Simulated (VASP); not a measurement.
Runs of VASP 6.6.1 on CdS. It takes space group F-43m (No. 216, cubic). Conventional cell: a = 5.878 Å, b = 5.878 Å, c = 5.878 Å, α = 90.00°, β = 90.00°, γ = 90.00°. Cd (site symmetry -43m) has 4 S at 2.55 Å within 3.4 Å. S (site symmetry -43m) has 4 Cd at 2.55 Å within 3.4 Å. 

```csv
level,smearing,gap on the mesh (eV),pressure (GPa)
r2SCAN,methfessel-paxton 0.001 eV,1.54,0.3
r2SCAN,fermi-dirac 0.001 eV,1.54,0.3
r2SCAN+D3(BJ),gaussian 0.01 eV,1.54,-0.6
r2SCAN,methfessel-paxton 0.5 eV,1.54,(a)
```

Alike in all rows: task single point; potentials or basis VASP PAW PBE potentials, release 64 (Cd, S); no spin polarisation; cell as given; k mesh 6 × 6 × 6; cutoff (eV) 550.

Q: Fill in the values left out.

A: (a) 0.2.

Caveats: the PAW data sets were made with another functional, which shifts forces and pressure a little.

A k mesh can miss the band edges, and the runs leave out spin-orbit coupling on Cd.
